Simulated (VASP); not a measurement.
# WS2 in VASP: a series of runs, part 2 of 2

VASP 6.6.1. The steps go on from the part before.

### Step 3. Single point, PBE+D3(BJ)

This run uses another cell than the first one: it holds 15 atoms, not 9.

INCAR

```
SYSTEM = WS2
ALGO = Normal
DIPOL = 0.5 0.5 0.500
EDIFF = 1E-6
ENCUT = 520
GGA = PE
IDIPOL = 3
ISIF = 2
ISMEAR = 0
IVDW = 12
LASPH = .True.
LCHARG = .True.
LDIPOL = .True.
LELF = .True.
LREAL = Auto
LVACPOTAV = .True.
LVHAR = .True.
LWAVE = .False.
NBANDS = 78
NELM = 60
PREC = Accurate
SIGMA = 0.05
```

KPOINTS

```
k-points
0
Gamma
  9 9 1
  0 0 0
```

POSCAR

```
WS2
1.0
    3.1542063849      0.0000000000      0.0000000000
   -1.5771031925      2.7316228581      0.0000000000
    0.0000000000      0.0000000000     44.4292065217
S W
10 5
Direct
    0.3333333333      0.6666666667      0.1913155932
    0.3333333333      0.6666666667      0.2622013445
    0.6666666667      0.3333333333      0.3279363588
    0.6666666667      0.3333333333      0.3988221101
    0.3333333333      0.6666666667      0.4645571244
    0.3333333333      0.6666666667      0.5354400333
    0.6666666667      0.3333333333      0.6011550515
    0.6666666667      0.3333333333      0.6720404212
    0.3333333333      0.6666666667      0.7379319393
    0.3333333333      0.6666666667      0.8088918785
    0.6666666667      0.3333333333      0.2267584688
    0.3333333333      0.6666666667      0.3633792344
    0.6666666667      0.3333333333      0.4999984881
    0.3333333333      0.6666666667      0.6365972168
    0.6666666667      0.3333333333      0.7733934381
```

Potentials or basis: VASP PAW PBE potentials, release 64 (S, W_sv).

On the command line:

```
cat potpaw_PBE.64/S/POTCAR potpaw_PBE.64/W_sv/POTCAR > POTCAR
mpirun -np 1 vasp_std > vasp.out
```

OUTCAR:

```text
SYSTEM = WS2
   EDIFF = 1E-6
   ENCUT = 520
   GGA = PE
   ISIF = 2
   ISMEAR = 0
   IVDW = 12
   LASPH = .True.
   LREAL = Auto
   NELM = 60
   PREC = Accurate
 IVDW          = 12

 ion  position               nearest neighbor table
   1  0.333  0.667  0.191-  11 2.41  11 2.41  11 2.41
   2  0.333  0.667  0.262-  11 2.41  11 2.41  11 2.41
   3  0.667  0.333  0.328-  12 2.41  12 2.41  12 2.41
[... 1199 lines left out ...]
  energy-cutoff  :      520.00
  volume of cell :      382.81
      direct lattice vectors                 reciprocal lattice vectors
     3.154206385  0.000000000  0.000000000     0.317036959  0.183041374  0.000000000
    -1.577103193  2.731622858  0.000000000     0.000000000  0.366082747  0.000000000
     0.000000000  0.000000000 44.429206522     0.000000000  0.000000000  0.022507717

 POSITION                                       TOTAL-FORCE (eV/Angst)
 -----------------------------------------------------------------------------------
     -0.00000      1.82108      8.50000         0.000000     -0.000000     -0.056241
     -0.00000      1.82108     11.64940         0.000000     -0.000000      0.016887
      1.57710      0.91054     14.56995         0.000000     -0.000000      0.000918
      1.57710      0.91054     17.71935        -0.000000      0.000000      0.004832
     -0.00000      1.82108     20.63990         0.000000     -0.000000     -0.004816
     -0.00000      1.82108     23.78918        -0.000000      0.000000      0.005468
      1.57710      0.91054     26.70884        -0.000000     -0.000000     -0.004681
      1.57710      0.91054     29.85822        -0.000000     -0.000000      0.000919
     -0.00000      1.82108     32.78573        -0.000000      0.000000     -0.002369
     -0.00000      1.82108     35.93842        -0.000000     -0.000000      0.006074
      1.57710      0.91054     10.07470         0.000000     -0.000000      0.031697
     -0.00000      1.82108     16.14465         0.000000     -0.000000      0.001129
      1.57710      0.91054     22.21454        -0.000000     -0.000000      0.000535
     -0.00000      1.82108     28.28351         0.000000     -0.000000      0.001082
      1.57710      0.91054     34.36126         0.000000     -0.000000     -0.001436
 -----------------------------------------------------------------------------------
    total drift:                               -0.000000      0.000000     -0.008406

  FREE ENERGIE OF THE ION-ELECTRON SYSTEM (eV)
  ---------------------------------------------------
  free  energy   TOTEN  =      -124.1786963053 eV

  energy  without entropy=     -124.1786963053  energy(sigma->0) =     -124.17869631

 vacuum level on the upper side and lower side of the slab         8.694         8.694
```

OSZICAR:

```text
N       E                     dE             d eps       ncg     rms          rms(c)
DAV:   1     0.140305216241E+04    0.14031E+04   -0.70120E+04  2176   0.157E+03
DAV:   2    -0.140076706543E+02   -0.14171E+04   -0.13777E+04  2224   0.430E+02
DAV:   3    -0.119894443891E+03   -0.10589E+03   -0.10406E+03  2280   0.110E+02
[... 14 lines left out ...]
DAV:  18    -0.118041809036E+03   -0.17819E-04   -0.19293E-06  1704   0.371E-03    0.500E-03
DAV:  19    -0.118041811208E+03   -0.21718E-05   -0.15989E-07  1344   0.138E-03    0.532E-03
DAV:  20    -0.118041819609E+03   -0.84005E-05   -0.12127E-07  1304   0.110E-03    0.495E-03
DAV:  21    -0.118041848508E+03   -0.28900E-04   -0.23977E-06  1528   0.325E-03    0.390E-03
DAV:  22    -0.118041849414E+03   -0.90543E-06   -0.20775E-07  1344   0.115E-03
   1 F= -.12417870E+03 E0= -.12417870E+03  d E =-.303095E-25
```

stdout:

```text
POSCAR found type information on POSCAR S W
 POSCAR found :  2 types and      15 ions
 scaLAPACK will be used
 LDA part: xc-table for (Slater+PW92), standard interpolation
 POSCAR, INCAR and KPOINTS ok, starting setup
 FFT: planning ... GRIDC
 FFT: planning ... GRID_SOFT
 FFT: planning ... GRID
 WAVECAR not read
 entering main loop
 -----------------------------------------------------------------------------
|                                                                             |
|           W    W    AA    RRRRR   N    N  II  N    N   GGGG   !!!           |
|           W    W   A  A   R    R  NN   N  II  NN   N  G    G  !!!           |
|           W    W  A    A  R    R  N N  N  II  N N  N  G       !!!           |
|           W WW W  AAAAAA  RRRRR   N  N N  II  N  N N  G  GGG   !            |
|           WW  WW  A    A  R   R   N   NN  II  N   NN  G    G                |
|           W    W  A    A  R    R  N    N  II  N    N   GGGG   !!!           |
|                                                                             |
|     Did not find any points to average over, which means that no vacuum     |
|     field-free region was found. Please increase the size of  your cell     |
|     in the dimension of the dipole correction to obtain accurate            |
|     workfunction values.                                                    |
|                                                                             |
 -----------------------------------------------------------------------------
```

Run time: 11 min. Hardware: 1 thread of Intel Xeon Platinum 8259CL at 2.50GHz (Skylake/Cascade Lake), shared host; peak memory 0.56 GiB.

What came out:

```
Free energy                : -124.1787 eV
Largest force              : 0.056 eV/Å
Band gap on the k mesh     : 1.11 eV (least direct gap 1.85 eV)
Dispersion energy per atom : -0.409 eV
```

Forces in eV/Å, atoms in the order of the input:
```
S    0.000  0.000 -0.056
S    0.000  0.000  0.017
S    0.000  0.000  0.001
S    0.000  0.000  0.005
S    0.000  0.000 -0.005
S    0.000  0.000  0.005
S    0.000  0.000 -0.005
S    0.000  0.000  0.001
S    0.000  0.000 -0.002
S    0.000  0.000  0.006
W    0.000  0.000  0.032
W    0.000  0.000  0.001
W    0.000  0.000  0.001
W    0.000  0.000  0.001
W    0.000  0.000 -0.001
```

Levels at points of the mesh, in eV from the valence-band top:
```tsv
k point	band 62	band 63	band 64	band 65	band 66	band 67	band 68	band 69
(0.00, 0.00, 0.00)	-0.71	-0.37	-0.13	0.00	2.30	2.30	2.30	2.30
```

Caveat: spin-orbit coupling is left out, which moves the levels of the heavy elements.

### Step 4. Single point, PBE+D3(BJ)

INCAR

```
SYSTEM = WS2
PREC = Accurate ; ENCUT = 520
EDIFF = 1E-6 ; ISMEAR = 0
SIGMA = 0.05 ; LREAL = .FALSE.
LASPH = .TRUE. ; NELM = 100
ALGO = Normal ; ISIF = 2
LWAVE = .FALSE. ; LCHARG = .FALSE.
LDIPOL = .TRUE. ; IDIPOL = 3
DIPOL = 0.5 0.5 0.500 ; GGA = PE
IVDW = 12 ; NBANDS = 49
```

KPOINTS

```
regular mesh
0
G
  9 9 1
  0 0 0
```

POSCAR

```
WS2
1.0
    3.1542063715      0.0000000000      0.0000000000
   -1.5771031858      2.7316228465      0.0000000000
    0.0000000000      0.0000000000     32.2892996434
S W
6 3
Direct
    0.6666666667      0.3333333333      0.2632451027
    0.6666666667      0.3333333333      0.3607819844
    0.3333333333      0.6666666667      0.4512315592
    0.3333333333      0.6666666667      0.5487632716
    0.6666666667      0.3333333333      0.6397137255
    0.6666666667      0.3333333333      0.7374073140
    0.3333333333      0.6666666667      0.3120135435
    0.6666666667      0.3333333333      0.4999974604
    0.3333333333      0.6666666667      0.6885214136
```

Potentials or basis: VASP PAW PBE potentials, release 64 (S, W_sv).

On the command line:

```
cat potpaw_PBE.64/S/POTCAR potpaw_PBE.64/W_sv/POTCAR > POTCAR
mpirun -np 1 vasp_std > vasp.out
```

OUTCAR:

```text
SYSTEM = WS2
   PREC = Accurate
   ENCUT = 520
   EDIFF = 1E-6
   ISMEAR = 0
   LREAL = .FALSE.
   LASPH = .TRUE.
   NELM = 100
   ISIF = 2
   GGA = PE
   IVDW = 12
 IVDW          = 12

 ion  position               nearest neighbor table
   1  0.667  0.333  0.263-   7 2.41   7 2.41   7 2.41
   2  0.667  0.333  0.361-   7 2.41   7 2.41   7 2.41
   3  0.333  0.667  0.451-   8 2.41   8 2.41   8 2.41
   4  0.333  0.667  0.549-   8 2.41   8 2.41   8 2.41
   5  0.667  0.333  0.640-   9 2.41   9 2.41   9 2.41
   6  0.667  0.333  0.737-   9 2.41   9 2.41   9 2.41
   7  0.333  0.667  0.312-   1 2.41   1 2.41   1 2.41   2 2.41   2 2.41   2 2.41
   8  0.667  0.333  0.500-   4 2.41   4 2.41   4 2.41   3 2.41   3 2.41   3 2.41
   9  0.333  0.667  0.689-   5 2.41   5 2.41   5 2.41   6 2.41   6 2.41   6 2.41

  LATTYP: Found a hexagonal cell.
 ALAT       =     3.1542063715
 C/A-ratio  =    10.2369014073

  Lattice vectors:

 A1 = (   3.1542063715,   0.0000000000,   0.0000000000)
 A2 = (  -1.5771031858,   2.7316228465,   0.0000000000)
 A3 = (   0.0000000000,   0.0000000000,  32.2892996434)

Analysis of symmetry for initial positions (statically):
=====================================================================
 Subroutine PRICEL returns:
 Original cell was already a primitive cell.

 Routine SETGRP: Setting up the symmetry group for a
 hexagonal supercell.

 Subroutine GETGRP returns: Found  6 space group operations
 (whereof  6 operations were pure point group operations)
 out of a pool of 24 trial point group operations.

The static configuration has the point symmetry C_3v.

Analysis of symmetry for dynamics (positions and initial velocities):
=====================================================================
 Subroutine PRICEL returns:
 Original cell was already a primitive cell.

 Routine SETGRP: Setting up the symmetry group for a
 hexagonal supercell.
[... 137 lines left out ...]
 non-spin polarized calculation
 Gauss-broadening in eV      SIGMA  =   0.05
  energy-cutoff  :      520.00
  volume of cell :      278.21
 maximum number of plane-waves:      7530
 NGX is ok and might be reduce to    24
   NGX = 11   NGY = 11   NGZ =121

 dipolmoment           0.000000      0.000000      0.000001 electrons x Angstroem

 number of electron      77.9999990 magnetization

 dipolmoment           0.000000      0.000000     -0.000031 electrons x Angstroem

 Free energy of the ion-electron system (eV)
  ---------------------------------------------------
  ext. energy  EPLUGINS =         0.00000000
  ---------------------------------------------------
  free energy    TOTEN  =       -70.85208643 eV

  energy without entropy =      -70.85208643  energy(sigma->0) =      -70.85208643

 E-fermi :   2.3432     XC(G=0):  -6.6384

 val. band max:        2.0531710812   @ k =   0.0000   0.0000   0.0000
 cond. band min:       3.3057444093   @ k =   0.2222   0.1111   0.0000
 fundamental gap:      1.2525733282
 Fermi energy:         2.3432093881

 k-point     1 :       0.0000    0.0000    0.0000
  band No.  band energies     occupation
      1     -72.4782      2.00000
      2     -72.4760      2.00000
      3     -72.4749      2.00000
      4     -36.7357      2.00000
      5     -36.7322      2.00000
      6     -36.7322      2.00000
[... 613 lines left out ...]
     48       5.5846      0.00000
     49       7.0415      0.00000

------------------------ aborting loop because EDIFF is reached ----------------------------------------

 vacuum level on the upper side and lower side of the slab       (xc-potential included)        -0.003        -0.002

 Edisp (eV)   -3.52455

 E8    (eV) :    -1.5140

  FORCE on cell =-STRESS in cart. coord.  units (eV):
  Direction    XX          YY          ZZ          XY          YZ          ZX
  --------------------------------------------------------------------------------------
  -------------------------------------------------------------------------------------
  Total       0.15831     0.15831     0.03472    -0.00000    -0.00000     0.00000
  in kB       0.91169     0.91169     0.19994    -0.00000    -0.00000     0.00000
  external pressure =        0.67 kB  Pullay stress =        0.00 kB

 VOLUME and BASIS-vectors are now :
 -----------------------------------------------------------------------------
  energy-cutoff  :      520.00
  volume of cell :      278.21
      direct lattice vectors                 reciprocal lattice vectors
     3.154206371  0.000000000  0.000000000     0.317036960  0.183041374  0.000000000
    -1.577103186  2.731622847  0.000000000     0.000000000  0.366082749  0.000000000
     0.000000000  0.000000000 32.289299643     0.000000000  0.000000000  0.030970012

 POSITION                                       TOTAL-FORCE (eV/Angst)
 -----------------------------------------------------------------------------------
      1.57710      0.91054      8.50000         0.000000     -0.000000     -0.054428
      1.57710      0.91054     11.64940        -0.000000      0.000000      0.018298
     -0.00000      1.82108     14.56995         0.000000     -0.000000     -0.003837
     -0.00000      1.82108     17.71918        -0.000000     -0.000000      0.011641
      1.57710      0.91054     20.65591         0.000000      0.000000      0.003519
      1.57710      0.91054     23.81037        -0.000000     -0.000000     -0.016736
     -0.00000      1.82108     10.07470        -0.000000     -0.000000      0.029469
      1.57710      0.91054     16.14457        -0.000000      0.000000      0.001691
     -0.00000      1.82108     22.23187         0.000000      0.000000      0.010382
 -----------------------------------------------------------------------------------
    total drift:                                0.000000      0.000000      0.000439

  FREE ENERGIE OF THE ION-ELECTRON SYSTEM (eV)
  ---------------------------------------------------
  free  energy   TOTEN  =       -74.3766326482 eV

  energy  without entropy=      -74.3766326482  energy(sigma->0) =      -74.37663265

 vacuum level on the upper side and lower side of the slab         6.899         6.895
```

Wall time 7 min (1 thread of AMD EPYC 7R13, shared host); peak memory 0.39 GiB.

What came out:

```
Free energy                : -74.3766 eV
Largest force              : 0.054 eV/Å
Band gap on the k mesh     : 1.25 eV (least direct gap 1.86 eV)
Dispersion energy per atom : -0.392 eV
```

Forces in eV/Å, atoms in the order of the input:
```
S    0.000  0.000 -0.054
S    0.000  0.000  0.018
S    0.000  0.000 -0.004
S    0.000  0.000  0.012
S    0.000  0.000  0.004
S    0.000  0.000 -0.017
W    0.000  0.000  0.029
W    0.000  0.000  0.002
W    0.000  0.000  0.010
```

Levels at points of the mesh, in eV from the valence-band top:
| k point | band 35 | band 36 | band 37 | band 38 | band 39 | band 40 | band 41 | band 42 | band 43 | band 44 |
| --- | --- | --- | --- | --- | --- | --- | --- | --- | --- | --- |
| (0.00, 0.00, 0.00) | -2.08 | -1.90 | -0.96 | -0.37 | 0.00 | 2.38 | 2.38 | 2.38 | 2.38 | 2.41 |

Caveat: spin-orbit coupling is left out, which moves the levels of the heavy elements.

### Step 5. Single point, PBE+D3(BJ)

This run uses another cell than the first one: it holds 15 atoms, not 9.

INCAR

```
SYSTEM = WS2
ALGO = Normal
DIPOL = 0.5 0.5 0.500
EDIFF = 1E-6
ENCUT = 520
GGA = PE
IDIPOL = 3
ISIF = 2
ISMEAR = 0
IVDW = 12
LASPH = .True.
LCHARG = .True.
LDIPOL = .True.
LELF = .True.
LREAL = Auto
LVACPOTAV = .True.
LVHAR = .True.
LWAVE = .False.
NBANDS = 78
NELM = 60
PREC = Accurate
SIGMA = 0.05
```

KPOINTS

```
k-points
0
Gamma
  9 9 1
  0 0 0
```

POSCAR

```
WS2
1.0
    3.1542063715      0.0000000000      0.0000000000
   -1.5771031858      2.7316228465      0.0000000000
    0.0000000000      0.0000000000     44.4292016875
S W
10 5
Direct
    0.3333333333      0.6666666667      0.1913156140
    0.3333333333      0.6666666667      0.2622013711
    0.6666666667      0.3333333333      0.3279363677
    0.6666666667      0.3333333333      0.3988221248
    0.3333333333      0.6666666667      0.4645571214
    0.3333333333      0.6666666667      0.5354400371
    0.6666666667      0.3333333333      0.6011550519
    0.6666666667      0.3333333333      0.6720404286
    0.3333333333      0.6666666667      0.7379319498
    0.3333333333      0.6666666667      0.8088918938
    0.6666666667      0.3333333333      0.2267584925
    0.3333333333      0.6666666667      0.3633792463
    0.6666666667      0.3333333333      0.4999984885
    0.3333333333      0.6666666667      0.6365972207
    0.6666666667      0.3333333333      0.7733934515
```

On the command line:

```
cat potpaw_PBE.64/S/POTCAR potpaw_PBE.64/W_sv/POTCAR > POTCAR
mpirun -np 1 vasp_std > vasp.out
```

It took 10 min on 1 thread of AMD EPYC 7R13 (Zen 3), shared host; peak memory 0.53 GiB.

The run converged. Its results:

* Free energy: -124.1787 eV
* Largest force: 0.056 eV/Å
* Band gap on the k mesh: 1.11 eV (least direct gap 1.85 eV)
* Dispersion energy per atom: -0.409 eV

Forces on the atoms (eV/Å):
```
S    0.000  0.000 -0.056
S    0.000  0.000  0.017
S    0.000  0.000  0.001
S    0.000  0.000  0.005
S    0.000  0.000 -0.005
S    0.000  0.000  0.005
S    0.000  0.000 -0.005
S    0.000  0.000  0.001
S    0.000  0.000 -0.002
S    0.000  0.000  0.006
W    0.000  0.000  0.032
W    0.000  0.000  0.001
W    0.000  0.000  0.001
W    0.000  0.000  0.001
W    0.000  0.000 -0.001
```

Levels at points of the mesh, in eV from the valence-band top:
```tsv
k point	band 63	band 64	band 65	band 66	band 67	band 68
(0.00, 0.00, 0.00)	-0.37	-0.13	0.00	2.30	2.30	2.30
```

Caveat: spin-orbit coupling is left out, which moves the levels of the heavy elements.
